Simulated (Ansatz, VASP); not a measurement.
One calculation of PbS, two programs

File INCAR:

```
PREC     = Accurate       # precision mode
ENCUT    = 500            # plane-wave cutoff, eV
EDIFF    = 1E-7           # SCF threshold, eV
ISMEAR   = -1             # smearing method
SIGMA    = 0.05           # smearing width, eV
LREAL    = False          # projectors in reciprocal space
LASPH    = True           # aspherical terms in the spheres
NELM     = 120            # most SCF steps
ALGO     = Normal         # electronic algorithm
ISIF     = 3              # what is computed and relaxed
LWAVE    = False          # write WAVECAR
LCHARG   = False          # write CHGCAR
GGA      = LIBXC          # functional
LIBXC1   = GGA_X_B88    
LIBXC2   = GGA_C_PBE    
IBRION   = 2              # ionic algorithm
NSW      = 60             # ionic steps
EDIFFG   = -0.01          # ionic threshold
GGA_COMPAT= False        
NELMIN   = 4
```

File KPOINTS:

```
Automatic mesh
0
Gamma
  8 8 8
```

Contents of POSCAR:

```
PbS
1.0
    0.0000000000      2.9657500000      2.9657500000
    2.9657500000      0.0000000000      2.9657500000
    2.9657500000      2.9657500000      0.0000000000
Pb S
1 1
Direct
    0.0000000000      0.0000000000      0.0000000000
    0.5000000000      0.5000000000      0.5000000000
```

File input.yaml:

```yaml
crystal:
  lattice:
    - [0.0, 2.96575, 2.96575]
    - [2.96575, 0.0, 2.96575]
    - [2.96575, 2.96575, 0.0]
  atoms:
    - { symbol: Pb, position: [0.0, 0.0, 0.0] }
    - { symbol: S, position: [0.5, 0.5, 0.5] }
hamiltonian:
  xc: { exchange: b88, correlation: pbe }
  pseudopotentials: { kind: paw }
kpoints:
  mp_grid: { grid: [8, 8, 8] }
scf:
  occupations: { method: fermi_dirac, width: 0.05 }
output:
  forces: true
  stress: true
relax:
  f_tol: 0.01
  max_steps: 40
  cell: { stress_tol: 0.05 }
```

Alike in both runs: task relaxation of cell and atoms; functional b88 exchange, pbe correlation; k mesh 8 × 8 × 8; occupations fermi-dirac, width 0.05 eV; no spin polarisation.

|  | VASP | Ansatz |
| --- | --- | --- |
| version | VASP 6.6.1 | Ansatz 0.2.0 |
| potentials or method | VASP PAW PBE potentials, release 64 (Pb_d, S) | Ansatz PAW |
| plane-wave cutoff (eV) | 500 | 420 |
| valence electrons in the cell | 20 | 20 |

Ansatz gave:

| Item | Value |
| --- | --- |
| relaxed volume (Å³/atom) | 27.03 |
| relaxed cell length with the largest relative difference (Å) | 4.244 |

Question: Which values does VASP return?

Answer: Relaxed volume (Å³/atom): 26.99; relaxed cell length with the largest relative difference (Å): 4.242.

VASP's potentials were made for PBE, not for b88 exchange, pbe correlation.

Neither program's run includes spin-orbit coupling. Noted on Ansatz's run: the plane-wave basis is chosen anew once the cell has moved, so the energies of steps on either side of that aren't comparable.
